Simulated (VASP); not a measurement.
A run of VASP 6.6.1 is set up as follows.

The input INCAR:

```
SYSTEM = ScGaSe
PREC     = Accurate       ! precision mode
ENCUT    = 600            ! plane-wave cutoff, eV
EDIFF    = 1E-6           ! SCF threshold, eV
ISMEAR   = 0              ! smearing method
SIGMA    = 0.1            ! smearing width, eV
LREAL    = .False.        ! projectors in reciprocal space
LASPH    = .True.         ! aspherical terms in the spheres
NELM     = 100            ! most SCF steps
ALGO     = Normal         ! electronic algorithm
ISIF     = 3              ! what is computed and relaxed
LWAVE    = .False.        ! write WAVECAR
LCHARG   = .False.        ! write CHGCAR
GGA      = PE             ! functional
IBRION   = 2              ! ionic algorithm
NSW      = 100            ! ionic steps
EDIFFG   = -0.01          ! ionic threshold
```

File KPOINTS:

```
regular mesh
0
Gamma
  12 12 10
  0 0 0
```

Contents of POSCAR:

```
ScGaSe
1.0
    4.0917753029      0.0000000000      0.0000000000
    0.0000000000      4.0917753029      0.0000000000
    0.0000000000      0.0000000000      4.9995385204
Sc Ga Se
1 1 1
Direct
    0.5000000000      0.5000000000      0.0000000000
    0.0000000000      0.0000000000      0.0000000000
    0.5000000000      0.5000000000      0.5000000000
```

Potentials or basis: VASP PAW PBE potentials, release 64 (Sc_sv, Ga_d, Se).

The run is started by

```bash
$ cat potpaw_PBE.64/Sc_sv/POTCAR potpaw_PBE.64/Ga_d/POTCAR potpaw_PBE.64/Se/POTCAR > POTCAR
$ mpirun -np 1 vasp_std > vasp.out
```

Question: Predict the relaxed cell.

Answer: a = 4.110 Å, b = 4.110 Å, c = 5.004 Å, α = 90.00°, β = 90.00°, γ = 90.00°.

Question: Predict the relaxed volume.

Answer: 28.17 Å³/atom.

Question: Estimate the band gap on the k mesh.

Answer: Zero (bands 15 and 16 overlap by 1.71 eV).

Final structure:
```xyz
3
Lattice="4.1096 0.0000 0.0000 0.0000 4.1096 0.0000 0.0000 0.0000 5.0042" Properties=species:S:1:pos:R:3 pbc="T T T"
Sc    2.0548    2.0548    5.0042
Ga    0.0000    4.1096    0.0000
Se    2.0548    2.0548    2.5021
```
